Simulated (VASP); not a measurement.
# AgBr (Fm-3m) in VASP: further runs

Runs on AgBr. Level: PBEsol. Tasks: electric field gradients.

Program: VASP 6.6.1. These are calculated values, not measurements. Logs are shortened: lines on timing, memory, paths and dates and some standing lists are left out, and cuts for length are marked.

## 1. The cell of the first run

It takes space group Fm-3m (No. 225, cubic). The conventional cell has a = 4.262 Å, b = 4.262 Å, c = 4.262 Å, α = 90.00°, β = 90.00°, γ = 90.00°. Within 2.8 Å of Ag (site symmetry m-3m) lie 6 Br at 2.13 Å. Within 2.8 Å of Br (site symmetry m-3m) lie 6 Ag at 2.13 Å.

## 2. Electric field gradients, PBEsol (volume scaled by 0.4)

INCAR reads:

```
SYSTEM = AgBr
PREC = Accurate ; ENCUT = 400
EDIFF = 1E-8 ; ISMEAR = -1
SIGMA = 0.03 ; LREAL = .FALSE.
LASPH = .TRUE. ; NELM = 120
ALGO = Normal ; ISIF = 2
LWAVE = .FALSE. ; LCHARG = .FALSE.
GGA = PS ; LEFG = .TRUE.
NBANDS = 16 ; GGA_COMPAT = .FALSE.
```

KPOINTS reads:

```
regular mesh
0
G
  8 8 8
  0 0 0
```

POSCAR reads:

```
AgBr
1.0
    0.0000000000      2.1309686922      2.1309686922
    2.1309686922      0.0000000000      2.1309686922
    2.1309686922      2.1309686922      0.0000000000
Ag Br
1 1
Direct
    0.0000000000      0.0000000000      0.0000000000
    0.5000000000      0.5000000000      0.5000000000
```

Potentials or basis: VASP PAW PBE potentials, release 64 (Ag, Br).

Started as:

```console
$ cat potpaw_PBE.64/Ag/POTCAR potpaw_PBE.64/Br/POTCAR > POTCAR
$ mpirun -np 1 vasp_std > vasp.out
```

OUTCAR:

```text
SYSTEM = AgBr
   PREC = Accurate
   ENCUT = 400
   EDIFF = 1E-8
   ISMEAR = -1
   LREAL = .FALSE.
   LASPH = .TRUE.
   NELM = 120
   ISIF = 2
   GGA = PS

 ion  position               nearest neighbor table
   1  0.000  0.000  0.000-   2 2.13   2 2.13   2 2.13   2 2.13   2 2.13   2 2.13
   2  0.500  0.500  0.500-   1 2.13   1 2.13   1 2.13   1 2.13   1 2.13   1 2.13

  LATTYP: Found a face centered cubic cell.
 ALAT       =     4.2619373844

  Lattice vectors:

 A1 = (   0.0000000000,   2.1309686922,   2.1309686922)
 A2 = (   2.1309686922,   0.0000000000,   2.1309686922)
 A3 = (   2.1309686922,   2.1309686922,   0.0000000000)

Analysis of symmetry for initial positions (statically):
=====================================================================
 Subroutine PRICEL returns:
 Original cell was already a primitive cell.

 Routine SETGRP: Setting up the symmetry group for a
 face centered cubic supercell.

 Subroutine GETGRP returns: Found 48 space group operations
 (whereof 48 operations were pure point group operations)
 out of a pool of 48 trial point group operations.

The static configuration has the point symmetry O_h .

Analysis of symmetry for dynamics (positions and initial velocities):
=====================================================================
 Subroutine PRICEL returns:
 Original cell was already a primitive cell.

 Routine SETGRP: Setting up the symmetry group for a
 face centered cubic supercell.

 Subroutine GETGRP returns: Found 48 space group operations
 (whereof 48 operations were pure point group operations)
 out of a pool of 48 trial point group operations.

The dynamic configuration has the point symmetry O_h .

 Subroutine INISYM returns: Found 48 space group operations
 (whereof 48 operations are pure point group operations),
 and found     1 'primitive' translations

----------------------------------------------------------------------------------------

                                     Primitive cell

  volume of cell :      19.3536

  direct lattice vectors                    reciprocal lattice vectors
     0.000000000  2.130968692  2.130968692    -0.234635076  0.234635076  0.234635076
     2.130968692  0.000000000  2.130968692     0.234635076 -0.234635076  0.234635076
     2.130968692  2.130968692  0.000000000     0.234635076  0.234635076 -0.234635076

  length of vectors
     3.013644826  3.013644826  3.013644826     0.406399872  0.406399872  0.406399872

  position of ions in fractional coordinates (direct lattice)
     0.000000000  0.000000000  0.000000000
     0.500000000  0.500000000  0.500000000

  ion indices of the primitive-cell ions
   primitive index   ion index
                 1           1
                 2           2

----------------------------------------------------------------------------------------

 KPOINTS: regular mesh

Automatic generation of k-mesh.
 Grid dimensions read from file:
 generate k-points for:    8    8    8

 Generating k-lattice:

  Cartesian coordinates                     Fractional coordinates (reciprocal lattice)
    -0.029329384  0.029329384  0.029329384     0.125000000  0.000000000  0.000000000
     0.029329384 -0.029329384  0.029329384     0.000000000  0.125000000  0.000000000
     0.029329384  0.029329384 -0.029329384     0.000000000  0.000000000  0.125000000

  Length of vectors
     0.050799984  0.050799984  0.050799984

  Shift w.r.t. Gamma in fractional coordinates (k-lattice)
     0.000000000  0.000000000  0.000000000

 Subroutine IBZKPT returns following result:
 ===========================================

 Found     29 irreducible k-points:

 Following reciprocal coordinates:
            Coordinates               Weight
  0.000000  0.000000  0.000000      1.000000
  0.125000  0.000000  0.000000      8.000000
  0.250000  0.000000  0.000000      8.000000
  0.375000  0.000000  0.000000      8.000000
  0.500000  0.000000  0.000000      4.000000
  0.125000  0.125000  0.000000      6.000000
[... 16 lines left out ...]
  0.500000  0.250000  0.125000     48.000000
 -0.375000  0.250000  0.125000     24.000000
 [... further k-points ...]
   k-points           NKPTS =     29   k-points in BZ     NKDIM =     29   number of bands    NBANDS=     16
   number of dos      NEDOS =    301   number of ions     NIONS =      2
   total plane-waves  NPLWV =   8000
   dimension x,y,z NGX =    20 NGY =   20 NGZ =   20
   dimension x,y,z NGXF=    40 NGYF=   40 NGZF=   40
   ions per type =               1   1
   NGX,Y,Z   is equivalent  to a cutoff of  11.03, 11.03, 11.03 a.u.
   NGXF,Y,Z  is equivalent  to a cutoff of  22.07, 22.07, 22.07 a.u.
 SYSTEM =  AgBr
   PREC   = accura    normal or accurate (medium, high low for compatibility)
   ISTART =      0    job   : 0-new  1-cont  2-samecut
   ICHARG =      2    charge: 1-file 2-atom 10-const
   ISPIN  =      1    spin polarized calculation?
   LNONCOLLINEAR =      F non collinear calculations
   LSORBIT =      F    spin-orbit coupling
   LASPH  =      T    aspherical Exc in radial PAW
   ENCUT  =  400.0 eV  29.40 Ry    5.42 a.u.   4.91  4.91  4.91*2*pi/ulx,y,z
   NELM   =    120;   NELMIN=  2; NELMDL= -5     # of ELM steps
   EDIFF  = 0.1E-07   stopping-criterion for ELM
   LREAL  =      F    real-space projection
   EDIFFG = 0.1E-06   stopping-criterion for IOM
   NSW    =      0    number of steps for IOM
   IBRION =     -1    ionic relax: 0-MD 1-quasi-New 2-CG
   NFREE  =      0    steps in history (QN), initial steepest desc. (CG)
   ISIF   =      2    stress and relaxation
   ISYM   =      2    0-nonsym 1-usesym 2-fastsym
   POTIM  = 0.5000    time-step for ionic-motion
   TEBEG  =    0.0;   TEEND  =   0.0 temperature during run
   PSTRESS=    0.0 pullay stress
   NELECT =      18.0000    total number of electrons
   NUPDOWN=      -1.0000    fix difference up-down
   EMIN   =  10.00;   EMAX   =-10.00  energy-range for DOS
   EFERMI =   0.00;   METHOD = LEGACY
   ISMEAR =    -1;   SIGMA  =   0.03  broadening in eV -4-tet -1-fermi 0-gaus
   EFERMI_NEDOS =   21; number of points for ismear=-14 and -15
   IALGO  =     38    algorithm
   IMIX   =      4    mixing-type and parameters
     AMIX     =   0.40;   BMIX     =  1.00
     AMIX_MAG =   1.60;   BMIX_MAG =  1.00
  volume/ion in A,a.u.               =       9.68        65.30
  Fermi-wavevector in a.u.,A,eV,Ry     =   1.598007  3.019795 34.744183  2.553625
  Thomas-Fermi vector in A             =   2.695524
   LORBIT       =      0    0 simple, 1 ext, 2 COOP (PROOUT), +10 PAW based schemes
   GGA     = PS    functional components
   LHFCALC =     F    Hartree Fock is set to
   AEXX    =    0.0000 exact exchange contribution
   IVDW    =     0    specifies the selected vdW correction
   LEPSILON=     F    determine dielectric tensor
   LRPA    =     F    only Hartree local field effects (RPA)
 non-spin polarized calculation
  energy-cutoff  :      400.00
  volume of cell :       19.35
 maximum number of plane-waves:       363
   NGX =  9   NGY =  9   NGZ =  9

 number of electron      18.0000010 magnetization

 Free energy of the ion-electron system (eV)
  ---------------------------------------------------
  ext. energy  EPLUGINS =         0.00000000
  ---------------------------------------------------
  free energy    TOTEN  =         8.84393779 eV

  energy without entropy =        8.84641510  energy(sigma->0) =        8.84517644

 E-fermi :  21.3917     XC(G=0): -15.1744

 val. band max:       21.3867820380   @ k =  -0.3750   0.1250   0.0000
 cond. band min:      21.8319971385   @ k =  -0.3750   0.1250   0.0000
 fundamental gap:      0.4452151004
 Fermi energy:        21.3916614310

 k-point     1 :       0.0000    0.0000    0.0000
  band No.  band energies     occupation
      1      -4.5656      2.00000
      2       9.9069      2.00000
      3       9.9069      2.00000
      4       9.9069      2.00000
      5      10.2491      2.00000
      6      10.2491      2.00000
[... 8 lines left out ...]
     15      37.2119      0.00000
     16      37.2119      0.00000

 k-point     2 :       0.1250    0.0000    0.0000
  band No.  band energies     occupation
      1      -4.2022      2.00000
      2       9.2705      2.00000
      3       9.3495      2.00000
      4       9.3495      2.00000
      5      10.2176      2.00000
      6      10.2176      2.00000
[... 8 lines left out ...]
     15      34.9107      0.00000
     16      34.9107      0.00000

 k-point     3 :       0.2500    0.0000    0.0000
  band No.  band energies     occupation
      1      -3.1763      2.00000
      2       7.4368      2.00000
      3       8.0607      2.00000
      4       8.0607      2.00000
      5      10.8614      2.00000
      6      10.8614      2.00000
[... 8 lines left out ...]
     15      33.9976      0.00000
     16      33.9976      0.00000

 k-point     4 :       0.3750    0.0000    0.0000
  band No.  band energies     occupation
      1      -1.7495      2.00000
      2       5.2034      2.00000
      3       7.1516      2.00000
      4       7.1516      2.00000
      5      11.6254      2.00000
      6      11.6254      2.00000
[... 8 lines left out ...]
     15      34.1839      0.00000
     16      36.0236      0.00000

 k-point     5 :       0.5000    0.0000    0.0000
  band No.  band energies     occupation
      1      -0.8538      2.00000
      2       3.9987      2.00000
      3       6.8341      2.00000
      4       6.8341      2.00000
      5      11.9880      2.00000
      6      11.9880      2.00000
[... 8 lines left out ...]
     15      34.7848      0.00000
     16      37.6902      0.00000

 k-point     6 :       0.1250    0.1250    0.0000
  band No.  band energies     occupation
      1      -4.0968      2.00000
      2       8.5035      2.00000
      3       9.5865      2.00000
      4       9.8159      2.00000
      5       9.8159      2.00000
      6      10.3804      2.00000
[... 8 lines left out ...]
     15      32.5506      0.00000
     16      38.3191      0.00000
[... 267 lines left out ...]
 k-point    21 :       0.5000    0.5000    0.0000
  band No.  band energies     occupation
      1      -1.9551      2.00000
      2       6.9473      2.00000
      3       8.0349      2.00000
      4      11.2127      2.00000
      5      11.6787      2.00000
      6      11.6787      2.00000
[... 8 lines left out ...]
     15      37.1017      0.00000
     16      37.3230      0.00000

 k-point    22 :       0.3750    0.2500    0.1250
  band No.  band energies     occupation
      1      -2.5579      2.00000
      2       6.2367      2.00000
      3       8.1673      2.00000
      4       8.1908      2.00000
      5      10.6304      2.00000
      6      11.5940      2.00000
[... 8 lines left out ...]
     15      36.1839      0.00000
     16      37.5384      0.00000

 k-point    23 :       0.5000    0.2500    0.1250
  band No.  band energies     occupation
      1      -1.5973      2.00000
      2       5.4699      2.00000
      3       7.2713      2.00000
      4       7.6328      2.00000
      5      11.3054      2.00000
      6      12.1687      2.00000
[... 8 lines left out ...]
     15      37.2808      0.00000
     16      39.6235      0.00000

 k-point    24 :      -0.3750    0.2500    0.1250
  band No.  band energies     occupation
      1      -1.1125      2.00000
      2       5.0839      2.00000
      3       7.0262      2.00000
      4       7.3285      2.00000
      5      11.9643      2.00000
      6      11.9827      2.00000
[... 8 lines left out ...]
     15      37.7385      0.00000
     16      39.9015      0.00000

 [... further k-points ...]
[... 5 lines left out ...]
  --------------------------------------------------------------------------------------
  -------------------------------------------------------------------------------------
  Total       49.7804159     49.7804159     49.7804159     -0.0000000     -0.0000000     -0.0000000
  in kB     4121.0501521   4121.0501521   4121.0501521     -0.0000000     -0.0000000     -0.0000000
  external PRESSURE =    4121.0501521 kB  Pullay stress =       0.0000000 kB

 VOLUME and BASIS-vectors are now :
 -----------------------------------------------------------------------------
  energy-cutoff  :      400.00
  volume of cell :       19.35
      direct lattice vectors                 reciprocal lattice vectors
     0.000000000  2.130968692  2.130968692    -0.234635076  0.234635076  0.234635076
     2.130968692  0.000000000  2.130968692     0.234635076 -0.234635076  0.234635076
     2.130968692  2.130968692  0.000000000     0.234635076  0.234635076 -0.234635076

 POSITION                                       TOTAL-FORCE (eV/Angst)
 -----------------------------------------------------------------------------------
      0.00000      0.00000      0.00000         0.000000     -0.000000      0.000000
      2.13097      2.13097      2.13097        -0.000000      0.000000     -0.000000
 -----------------------------------------------------------------------------------
    total drift:                                0.000000     -0.000000     -0.000000

  FREE ENERGIE OF THE ION-ELECTRON SYSTEM (eV)
  ---------------------------------------------------
  free  energy   TOTEN  =         8.8439377903 eV

  energy  without entropy=        8.8464150965  energy(sigma->0) =        8.84517644

 Electric field gradients (V/A^2)
---------------------------------------------------------------------
 ion       V_xx      V_yy      V_zz      V_xy      V_xz      V_yz
---------------------------------------------------------------------
   1       0.000     0.000    -0.000     0.001     0.001     0.001
   2      -0.000    -0.000     0.000     0.000     0.000     0.000
---------------------------------------------------------------------

 Electric field gradients after diagonalization (V/A^2)
 (convention: |V_zz| > |V_xx| > |V_yy|)
----------------------------------------------------------------------
 ion       V_xx      V_yy      V_zz     asymmetry (V_yy - V_xx)/ V_zz
----------------------------------------------------------------------
   1      -0.001    -0.001     0.002       0.000
   2      -0.000    -0.000     0.001       0.000
----------------------------------------------------------------------

           NMR quadrupolar parameters

 Cq : quadrupolar parameter    Cq=e*Q*V_zz/h
 eta: asymmetry parameters     (V_yy - V_xx)/ V_zz
 Q  : nuclear electric quadrupole moment in mb (millibarn)
----------------------------------------------------------------------
 ion       Cq(MHz)       eta       Q (mb)
----------------------------------------------------------------------
   1       0.000       0.000       1.000
   2       0.000       0.000       1.000
----------------------------------------------------------------------
```

It took 6.3 s on 1 thread of Intel Xeon Platinum 8375C at 2.90GHz (Ice Lake), shared host; peak memory 0.12 GiB.

What came out:

| Property | Result |
| --- | --- |
| Free energy | 8.8439 eV |
| Pressure | 412.1 GPa |
| Band gap on the k mesh | zero (band 9 reaches 22.00 eV, above the bottom of band 10 at 20.97 eV) |

Caveat: without QUAD_EFG the Cq values of the log hold for a quadrupole moment of 1 mb, not for the nuclei; the PAW data sets were made with another functional, which shifts forces and pressure a little.

## 3. Electric field gradients, PBEsol (volume scaled by 0.7)

INCAR reads:

```
PREC = Accurate ; ENCUT = 400
EDIFF = 1E-8 ; ISMEAR = -1
SIGMA = 0.03 ; LREAL = False
LASPH = True ; NELM = 120
ALGO = Normal ; ISIF = 2
LWAVE = False ; LCHARG = False
GGA = PS ; LEFG = True
NBANDS = 16 ; GGA_COMPAT = False
```

KPOINTS reads:

```
Automatic mesh
0
Gamma
  8 8 8
```

POSCAR reads:

```
AgBr
1.0
    0.0000000000      2.5679688544      2.5679688544
    2.5679688544      0.0000000000      2.5679688544
    2.5679688544      2.5679688544      0.0000000000
Ag Br
1 1
Direct
    0.0000000000      0.0000000000      0.0000000000
    0.5000000000      0.5000000000      0.5000000000
```

Potentials or basis: VASP PAW PBE potentials, release 64 (Ag, Br).

Started as:

```console
$ cat potpaw_PBE.64/Ag/POTCAR potpaw_PBE.64/Br/POTCAR > POTCAR
$ mpirun -np 1 vasp_std > vasp.out
```

OUTCAR:

```text
PREC = Accurate
   ENCUT = 400
   EDIFF = 1E-8
   ISMEAR = -1
   LREAL = False
   LASPH = True
   NELM = 120
   ISIF = 2
   GGA = PS

 ion  position               nearest neighbor table
   1  0.000  0.000  0.000-   2 2.57   2 2.57   2 2.57   2 2.57   2 2.57   2 2.57
   2  0.500  0.500  0.500-   1 2.57   1 2.57   1 2.57   1 2.57   1 2.57   1 2.57

  LATTYP: Found a face centered cubic cell.
 ALAT       =     5.1359377088

  Lattice vectors:

 A1 = (   0.0000000000,   2.5679688544,   2.5679688544)
 A2 = (   2.5679688544,   0.0000000000,   2.5679688544)
 A3 = (   2.5679688544,   2.5679688544,   0.0000000000)

Analysis of symmetry for initial positions (statically):
[... 665 lines left out ...]
  free  energy   TOTEN  =        -4.7594998680 eV

  energy  without entropy=       -4.7594987809  energy(sigma->0) =       -4.75949932

 Electric field gradients (V/A^2)
---------------------------------------------------------------------
 ion       V_xx      V_yy      V_zz      V_xy      V_xz      V_yz
---------------------------------------------------------------------
   1      -0.000    -0.000     0.000     0.001     0.001     0.001
   2      -0.000    -0.000     0.000     0.001     0.001     0.001
---------------------------------------------------------------------

 Electric field gradients after diagonalization (V/A^2)
 (convention: |V_zz| > |V_xx| > |V_yy|)
----------------------------------------------------------------------
 ion       V_xx      V_yy      V_zz     asymmetry (V_yy - V_xx)/ V_zz
----------------------------------------------------------------------
   1      -0.001    -0.001     0.003       0.000
   2      -0.001    -0.001     0.001       0.000
----------------------------------------------------------------------

           NMR quadrupolar parameters

 Cq : quadrupolar parameter    Cq=e*Q*V_zz/h
 eta: asymmetry parameters     (V_yy - V_xx)/ V_zz
 Q  : nuclear electric quadrupole moment in mb (millibarn)
----------------------------------------------------------------------
 ion       Cq(MHz)       eta       Q (mb)
----------------------------------------------------------------------
   1       0.000       0.000       1.000
   2       0.000       0.000       1.000
----------------------------------------------------------------------
```

It took 7 s on 1 thread of Intel Xeon Platinum 8375C at 2.90GHz (Ice Lake), shared host; peak memory 0.14 GiB.

What came out:

```
Free energy            : -4.7595 eV
Pressure               : 34.4 GPa
Band gap on the k mesh : 0.56 eV, indirect (least direct gap 2.32 eV)
```

Caveat: without QUAD_EFG the Cq values of the log hold for a quadrupole moment of 1 mb, not for the nuclei; the PAW data sets were made with another functional, which shifts forces and pressure a little. A k mesh can miss the band edges.

(Part 1 of 2 ends here.)
